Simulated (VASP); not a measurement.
A run of VASP 6.6.1 is set up as follows.

The input INCAR:

```
SYSTEM = K
  PREC = Accurate
  ENCUT = 520
  EDIFF = 1E-6
  ISMEAR = 0
  SIGMA = 0.1
  LREAL = .FALSE.
  LASPH = .TRUE.
  NELM = 60
  ALGO = Fast
  ISIF = 2
  LWAVE = .FALSE.
  LCHARG = .FALSE.
  GGA = PS
  NBANDS = 30
```

KPOINTS

```
Automatic mesh
0
G
  6 6 4
  0 0 0
```

File POSCAR:

```
K
1.0
    4.4028032853     -4.3963040574      0.0000000000
    4.4028032853      4.3963040574      0.0000000000
    0.0000000000      0.0000000000     11.5052715801
K
5
Direct
    0.5000000000      0.0000000000      0.3092481955
    0.0000000000      0.5000000000      0.6907518045
    0.0000000000      0.5000000000      0.3092481955
    0.5000000000      0.0000000000      0.6907518045
    0.0000000000      0.0000000000      0.0000000000
```

Potentials or basis: VASP PAW PBE potentials, release 64 (K_sv).

Launch:

```console
$ cat potpaw_PBE.64/K_sv/POTCAR > POTCAR
$ mpirun -np 1 vasp_std > vasp.out
```

Problem. Estimate the pressure.

Solution. -0.2 GPa.

Problem. Estimate the band gap on the k mesh.

Solution. Zero (an odd number of electrons rules out a gap without spin polarisation).

Caveat: the PAW data sets were made with another functional, which shifts forces and pressure a little.
